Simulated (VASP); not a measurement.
# Al (Fm-3m) in VASP: settings compared

The runs below take Al through single point, with revPBE, LDA, RPBE, BLYP.

Everything below comes from runs of VASP 6.6.1. Logs are shortened: lines on timing, memory, paths and dates and some standing lists are left out, and cuts for length are marked.

## (1) The cell of the first run

It takes space group Fm-3m (No. 225, cubic). The conventional cell has a = 4.050 Å, b = 4.050 Å, c = 4.050 Å, α = 90.00°, β = 90.00°, γ = 90.00°. Within 3.8 Å of Al (site symmetry m-3m) lie 12 Al at 2.86 Å.

## (2) Single point, revPBE

Input file INCAR:

```
PREC = Accurate
ENCUT = 500
EDIFF = 1E-6
ISMEAR = 1
SIGMA = 0.1
LREAL = F
LASPH = T
NELM = 120
ALGO = Normal
ISIF = 2
LWAVE = F
LCHARG = F
GGA = RE
NBANDS = 8
GGA_COMPAT = F
```

Input file KPOINTS:

```
Automatic mesh
0
Gamma
  13 13 13
```

Input file POSCAR:

```
Al
1.0
    0.0000000000      2.0248050000      2.0248050000
    2.0248050000      0.0000000000      2.0248050000
    2.0248050000      2.0248050000      0.0000000000
Al
1
Direct
    0.0000000000      0.0000000000      0.0000000000
```

Potentials or basis: VASP PAW PBE potentials, release 64 (Al).

Started as:

```console
$ cat potpaw_PBE.64/Al/POTCAR > POTCAR
$ mpirun -np 1 vasp_std > vasp.out
```

OUTCAR:

```text
PREC = Accurate
   ENCUT = 500
   EDIFF = 1E-6
   ISMEAR = 1
   LREAL = F
   LASPH = T
   NELM = 120
   ISIF = 2
   GGA = RE

 ion  position               nearest neighbor table
   1  0.000  0.000  0.000-

  LATTYP: Found a face centered cubic cell.
 ALAT       =     4.0496100000

  Lattice vectors:

 A1 = (   0.0000000000,   2.0248050000,   2.0248050000)
 A2 = (   2.0248050000,   0.0000000000,   2.0248050000)
 A3 = (   2.0248050000,   2.0248050000,   0.0000000000)

Analysis of symmetry for initial positions (statically):
=====================================================================
 Subroutine PRICEL returns:
 Original cell was already a primitive cell.

 Routine SETGRP: Setting up the symmetry group for a
 face centered cubic supercell.

 Subroutine GETGRP returns: Found 48 space group operations
 (whereof 48 operations were pure point group operations)
 out of a pool of 48 trial point group operations.

The static configuration has the point symmetry O_h .

Analysis of symmetry for dynamics (positions and initial velocities):
=====================================================================
 Subroutine PRICEL returns:
 Original cell was already a primitive cell.

 Routine SETGRP: Setting up the symmetry group for a
 face centered cubic supercell.

 Subroutine GETGRP returns: Found 48 space group operations
 (whereof 48 operations were pure point group operations)
 out of a pool of 48 trial point group operations.

The dynamic configuration has the point symmetry O_h .

 Subroutine INISYM returns: Found 48 space group operations
 (whereof 48 operations are pure point group operations),
 and found     1 'primitive' translations

----------------------------------------------------------------------------------------

                                     Primitive cell

  volume of cell :      16.6027

  direct lattice vectors                    reciprocal lattice vectors
     0.000000000  2.024805000  2.024805000    -0.246937359  0.246937359  0.246937359
     2.024805000  0.000000000  2.024805000     0.246937359 -0.246937359  0.246937359
     2.024805000  2.024805000  0.000000000     0.246937359  0.246937359 -0.246937359

  length of vectors
     2.863506692  2.863506692  2.863506692     0.427708053  0.427708053  0.427708053

  position of ions in fractional coordinates (direct lattice)
     0.000000000  0.000000000  0.000000000

  ion indices of the primitive-cell ions
   primitive index   ion index
                 1           1

----------------------------------------------------------------------------------------

 KPOINTS: Automatic mesh

Automatic generation of k-mesh.
 Grid dimensions read from file:
 generate k-points for:   13   13   13

 Generating k-lattice:

  Cartesian coordinates                     Fractional coordinates (reciprocal lattice)
    -0.018995181  0.018995181  0.018995181     0.076923077  0.000000000  0.000000000
     0.018995181 -0.018995181  0.018995181     0.000000000  0.076923077  0.000000000
     0.018995181  0.018995181 -0.018995181     0.000000000  0.000000000  0.076923077

  Length of vectors
     0.032900619  0.032900619  0.032900619

  Shift w.r.t. Gamma in fractional coordinates (k-lattice)
     0.000000000  0.000000000  0.000000000

 Subroutine IBZKPT returns following result:
 ===========================================

 Found     84 irreducible k-points:

 Following reciprocal coordinates:
            Coordinates               Weight
  0.000000  0.000000  0.000000      1.000000
  0.076923  0.000000  0.000000      8.000000
  0.153846  0.000000  0.000000      8.000000
  0.230769  0.000000  0.000000      8.000000
  0.307692  0.000000  0.000000      8.000000
  0.384615  0.000000  0.000000      8.000000
[... 16 lines left out ...]
  0.384615  0.153846  0.000000     24.000000
  0.461538  0.153846  0.000000     24.000000
 [... further k-points ...]
   k-points           NKPTS =     84   k-points in BZ     NKDIM =     84   number of bands    NBANDS=      8
   number of dos      NEDOS =    301   number of ions     NIONS =      1
   total plane-waves  NPLWV =  13824
   dimension x,y,z NGX =    24 NGY =   24 NGZ =   24
   dimension x,y,z NGXF=    48 NGYF=   48 NGZF=   48
   ions per type =               1
   NGX,Y,Z   is equivalent  to a cutoff of  13.93, 13.93, 13.93 a.u.
   NGXF,Y,Z  is equivalent  to a cutoff of  27.87, 27.87, 27.87 a.u.
 SYSTEM =  unknown system
   PREC   = accura    normal or accurate (medium, high low for compatibility)
   ISTART =      0    job   : 0-new  1-cont  2-samecut
   ICHARG =      2    charge: 1-file 2-atom 10-const
   ISPIN  =      1    spin polarized calculation?
   LNONCOLLINEAR =      F non collinear calculations
   LSORBIT =      F    spin-orbit coupling
   LASPH  =      T    aspherical Exc in radial PAW
   ENCUT  =  500.0 eV  36.75 Ry    6.06 a.u.   5.22  5.22  5.22*2*pi/ulx,y,z
   NELM   =    120;   NELMIN=  2; NELMDL= -5     # of ELM steps
   EDIFF  = 0.1E-05   stopping-criterion for ELM
   LREAL  =      F    real-space projection
   EDIFFG = 0.1E-04   stopping-criterion for IOM
   NSW    =      0    number of steps for IOM
   IBRION =     -1    ionic relax: 0-MD 1-quasi-New 2-CG
   NFREE  =      0    steps in history (QN), initial steepest desc. (CG)
   ISIF   =      2    stress and relaxation
   ISYM   =      2    0-nonsym 1-usesym 2-fastsym
   POTIM  = 0.5000    time-step for ionic-motion
   TEBEG  =    0.0;   TEEND  =   0.0 temperature during run
   PSTRESS=    0.0 pullay stress
   NELECT =       3.0000    total number of electrons
   NUPDOWN=      -1.0000    fix difference up-down
   EMIN   =  10.00;   EMAX   =-10.00  energy-range for DOS
   EFERMI =   0.00;   METHOD = LEGACY
   ISMEAR =     1;   SIGMA  =   0.10  broadening in eV -4-tet -1-fermi 0-gaus
   EFERMI_NEDOS =   21; number of points for ismear=-14 and -15
   IALGO  =     38    algorithm
   IMIX   =      4    mixing-type and parameters
     AMIX     =   0.40;   BMIX     =  1.00
     AMIX_MAG =   1.60;   BMIX_MAG =  1.00
  volume/ion in A,a.u.               =      16.60       112.04
  Fermi-wavevector in a.u.,A,eV,Ry     =   0.925526  1.748991 11.654733  0.856599
  Thomas-Fermi vector in A             =   2.051390
   LORBIT       =      0    0 simple, 1 ext, 2 COOP (PROOUT), +10 PAW based schemes
   GGA     = RE    functional components
   LHFCALC =     F    Hartree Fock is set to
   AEXX    =    0.0000 exact exchange contribution
   IVDW    =     0    specifies the selected vdW correction
   LEPSILON=     F    determine dielectric tensor
   LRPA    =     F    only Hartree local field effects (RPA)
 non-spin polarized calculation
 Methfessel and Paxton  Order N= 1 SIGMA  =   0.10
  energy-cutoff  :      500.00
  volume of cell :       16.60
 maximum number of plane-waves:       440
 NGX is ok and might be reduce to    24
   NGX = 11   NGY = 11   NGZ = 11

 number of electron       3.0000000 magnetization

 Free energy of the ion-electron system (eV)
  ---------------------------------------------------
  ext. energy  EPLUGINS =         0.00000000
  ---------------------------------------------------
  free energy    TOTEN  =        -3.55029412 eV

  energy without entropy =       -3.54997107  energy(sigma->0) =       -3.55018644

 E-fermi :   7.9332     XC(G=0): -10.1326

 val. band max:        7.9246277816   @ k =  -0.3077   0.2308   0.0000
 cond. band min:       7.9351999916   @ k =  -0.2308   0.3846   0.1538
 fundamental gap:      0.0105722100
 Fermi energy:         7.9332015206

 k-point     1 :       0.0000    0.0000    0.0000
  band No.  band energies     occupation
      1      -3.0833      2.00000
      2      20.5745      0.00000
      3      20.5745      0.00000
      4      20.5745      0.00000
      5      22.1253      0.00000
      6      22.1253      0.00000
      7      22.1253      0.00000
      8      24.3720      0.00000

 k-point     2 :       0.0769    0.0000    0.0000
  band No.  band energies     occupation
      1      -2.9231      2.00000
      2      18.2366      0.00000
      3      20.0811      0.00000
      4      20.0811      0.00000
      5      22.7473      0.00000
      6      22.8669      0.00000
      7      22.8669      0.00000
      8      25.9731      0.00000

 k-point     3 :       0.1538    0.0000    0.0000
  band No.  band energies     occupation
      1      -2.4435      2.00000
      2      15.1396      0.00000
      3      19.4230      0.00000
      4      19.4230      0.00000
      5      22.5971      0.00000
      6      24.0086      0.00000
      7      24.0086      0.00000
      8      25.2285      0.00000

 k-point     4 :       0.2308    0.0000    0.0000
  band No.  band energies     occupation
      1      -1.6479      2.00000
      2      12.1541      0.00000
      3      18.9678      0.00000
      4      18.9678      0.00000
      5      22.3573      0.00000
      6      23.0818      0.00000
      7      23.0818      0.00000
      8      26.3696      0.00000

 k-point     5 :       0.3077    0.0000    0.0000
  band No.  band energies     occupation
      1      -0.5413      2.00000
      2       9.3775     -0.00000
      3      18.7647      0.00000
      4      18.7647      0.00000
      5      21.7427      0.00000
      6      21.7427      0.00000
      7      22.2674      0.00000
      8      25.6998      0.00000

 k-point     6 :       0.3846    0.0000    0.0000
  band No.  band energies     occupation
      1       0.8690      2.00000
      2       6.8452      2.00000
      3      18.8253      0.00000
      4      18.8253      0.00000
      5      20.6182      0.00000
      6      20.6182      0.00000
      7      22.4141      0.00000
      8      24.5112      0.00000

 k-point     7 :       0.4615    0.0000    0.0000
  band No.  band energies     occupation
      1       2.5718      2.00000
      2       4.5795      2.00000
      3      19.1540      0.00000
      4      19.1540      0.00000
      5      19.7522      0.00000
      6      19.7522      0.00000
      7      22.8240      0.00000
      8      23.5593      0.00000

 k-point     8 :       0.0769    0.0769    0.0000
  band No.  band energies     occupation
      1      -2.8697      2.00000
      2      19.0413      0.00000
      3      19.0413      0.00000
      4      19.3046      0.00000
      5      21.6289      0.00000
      6      23.9719      0.00000
      7      23.9719      0.00000
      8      25.0279      0.00000

 k-point     9 :       0.1538    0.0769    0.0000
  band No.  band energies     occupation
      1      -2.4967      2.00000
      2      16.2383      0.00000
      3      18.2145      0.00000
      4      19.4152      0.00000
      5      21.9478      0.00000
      6      23.2008      0.00000
      7      24.3327      0.00000
      8      25.2665      0.00000

 k-point    10 :       0.2308    0.0769    0.0000
  band No.  band energies     occupation
      1      -1.8066      2.00000
      2      13.2366      0.00000
      3      17.6437      0.00000
      4      19.0964      0.00000
      5      21.3228      0.00000
      6      23.5051      0.00000
      7      24.2061      0.00000
      8      25.1333      0.00000
[... 78 lines left out ...]
 k-point    18 :      -0.1538    0.0769    0.0000
  band No.  band energies     occupation
      1      -2.0717      2.00000
      2      14.1934      0.00000
      3      16.8877      0.00000
      4      20.8579      0.00000
      5      22.5914      0.00000
      6      23.3917      0.00000
      7      23.9037      0.00000
      8      24.3597      0.00000

 k-point    19 :      -0.0769    0.0769    0.0000
  band No.  band energies     occupation
      1      -2.6565      2.00000
      2      16.9404      0.00000
      3      17.8462      0.00000
      4      20.9901      0.00000
      5      22.3799      0.00000
      6      23.2911      0.00000
      7      24.1856      0.00000
      8      24.7556      0.00000

 k-point    20 :       0.1538    0.1538    0.0000
  band No.  band energies     occupation
      1      -2.2309      2.00000
      2      17.2695      0.00000
      3      17.2695      0.00000
      4      17.4171      0.00000
      5      20.5187      0.00000
      6      21.0967      0.00000
      7      26.6250      0.00000
      8      26.6250      0.00000

 k-point    21 :       0.2308    0.1538    0.0000
  band No.  band energies     occupation
      1      -1.6479      2.00000
      2      14.5184      0.00000
      3      16.5950      0.00000
      4      17.8437      0.00000
      5      19.2174      0.00000
      6      20.7990      0.00000
      7      27.1498      0.00000
      8      27.2207      0.00000

 k-point    22 :       0.3077    0.1538    0.0000
  band No.  band energies     occupation
      1      -0.7515      2.00000
      2      11.6775      0.00000
      3      16.1926      0.00000
      4      17.4697      0.00000
      5      17.8708      0.00000
      6      22.3513      0.00000
      7      26.1388      0.00000
      8      27.1593      0.00000

 k-point    23 :       0.3846    0.1538    0.0000
  band No.  band energies     occupation
      1       0.4521      2.00000
      2       9.0144     -0.00000
      3      16.0627      0.00000
      4      16.1625      0.00000
      5      17.7647      0.00000
      6      24.3541      0.00000
      7      24.9635      0.00000
      8      27.2466      0.00000

 k-point    24 :       0.4615    0.1538    0.0000
  band No.  band energies     occupation
      1       1.9546      2.00000
      2       6.5878      2.00000
      3      15.0704      0.00000
      4      16.2057      0.00000
      5      17.9551      0.00000
      6      23.9671      0.00000
      7      25.9946      0.00000
      8      27.8199      0.00000

 [... further k-points ...]

------------------------ aborting loop because EDIFF is reached ----------------------------------------

  FORCE on cell =-STRESS in cart. coord.  units (eV):
  Direction    XX          YY          ZZ          XY          YZ          ZX
  --------------------------------------------------------------------------------------
  -------------------------------------------------------------------------------------
  Total        0.0376749      0.0376749      0.0376749     -0.0000000     -0.0000000      0.0000000
  in kB        3.6356552      3.6356552      3.6356552     -0.0000000     -0.0000000      0.0000000
  external PRESSURE =       3.6356552 kB  Pullay stress =       0.0000000 kB

 VOLUME and BASIS-vectors are now :
 -----------------------------------------------------------------------------
  energy-cutoff  :      500.00
  volume of cell :       16.60
      direct lattice vectors                 reciprocal lattice vectors
     0.000000000  2.024805000  2.024805000    -0.246937359  0.246937359  0.246937359
     2.024805000  0.000000000  2.024805000     0.246937359 -0.246937359  0.246937359
     2.024805000  2.024805000  0.000000000     0.246937359  0.246937359 -0.246937359

 POSITION                                       TOTAL-FORCE (eV/Angst)
 -----------------------------------------------------------------------------------
      0.00000      0.00000      0.00000         0.000000      0.000000      0.000000
 -----------------------------------------------------------------------------------
    total drift:                                0.000000     -0.000000     -0.000000

  FREE ENERGIE OF THE ION-ELECTRON SYSTEM (eV)
  ---------------------------------------------------
  free  energy   TOTEN  =        -3.5502941248 eV

  energy  without entropy=       -3.5499710690  energy(sigma->0) =       -3.55018644
```

It took 22 s on 1 thread of AMD EPYC 7R43 (Zen 3), shared host; peak memory 0.1 GiB.

Results:

| Item | Value |
| --- | --- |
| Free energy | -3.5503 eV |
| Pressure | 0.4 GPa |

Caveat: the PAW data sets were made with another functional, which shifts forces and pressure a little.

## (3) Single point, LDA

Input file INCAR:

```
PREC     = Accurate       # precision mode
ENCUT    = 500            # plane-wave cutoff, eV
EDIFF    = 1E-6           # SCF threshold, eV
ISMEAR   = 1              # smearing method
SIGMA    = 0.1            # smearing width, eV
LREAL    = False          # projectors in reciprocal space
LASPH    = True           # aspherical terms in the spheres
NELM     = 120            # most SCF steps
ALGO     = Normal         # electronic algorithm
ISIF     = 2              # what is computed and relaxed
LWAVE    = False          # write WAVECAR
LCHARG   = False          # write CHGCAR
NBANDS   = 8              # bands
GGA_COMPAT= False
```

Input file KPOINTS:

```
regular mesh
0
Gamma
  13 13 13
```

POSCAR is that of step 2.

Potentials or basis: VASP PAW LDA potentials, release 64 (Al).

Started as:

```console
$ cat potpaw_LDA.64/Al/POTCAR > POTCAR
$ mpirun -np 1 vasp_std > vasp.out
```

Wall time 20 s (1 thread of AMD EPYC 7R43 (Zen 3), shared host); peak memory 0.08 GiB.

The run converged. Its results:

```yaml
Free_energy: -4.1785 eV
Pressure: -3.7 GPa
```

Levels at points of the mesh, in eV from the Fermi level:
```csv
k point,band 1,band 2,band 3,band 4
"(0.00, 0.00, 0.00)",-10.98,12.61,12.61,12.61
```

(Part 1 of 2 ends here.)
